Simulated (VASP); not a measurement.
A run of VASP 6.6.1 is set up as follows.

INCAR

```
  PREC = Accurate
  ENCUT = 520
  EDIFF = 1E-6
  ISMEAR = 0
  SIGMA = 0.05
  LREAL = False
  LASPH = True
  NELM = 60
  ALGO = Normal
  ISIF = 2
  LWAVE = False
  LCHARG = True
  GGA = PS
  LELF = True
  LVHAR = True
  NBANDS = 16
```

KPOINTS

```
regular mesh
0
Gamma
  10 10 10
```

File POSCAR:

```
GaP
1.0
    0.0000000000      2.8673245345      2.7181008006
    2.7181008006      0.0000000000      2.7181008006
    2.7181008006      2.8673245345      0.0000000000
Ga P
1 1
Direct
    0.0000000000      0.0000000000      0.0000000000
    0.7500000000      0.7500000000      0.7500000000
```

Potentials or basis: VASP PAW PBE potentials, release 64 (Ga_d, P).

Run with:

```sh
$ cat potpaw_PBE.64/Ga_d/POTCAR potpaw_PBE.64/P/POTCAR > POTCAR
$ mpirun -np 1 vasp_std > vasp.out
```

(1) Estimate the band gap on the k mesh.

(2) What does it give for the pressure?

## Answers

(1) 1.25 eV, direct.

(2) -4.0 GPa.

Caveat: the PAW data sets were made with another functional, which shifts forces and pressure a little.
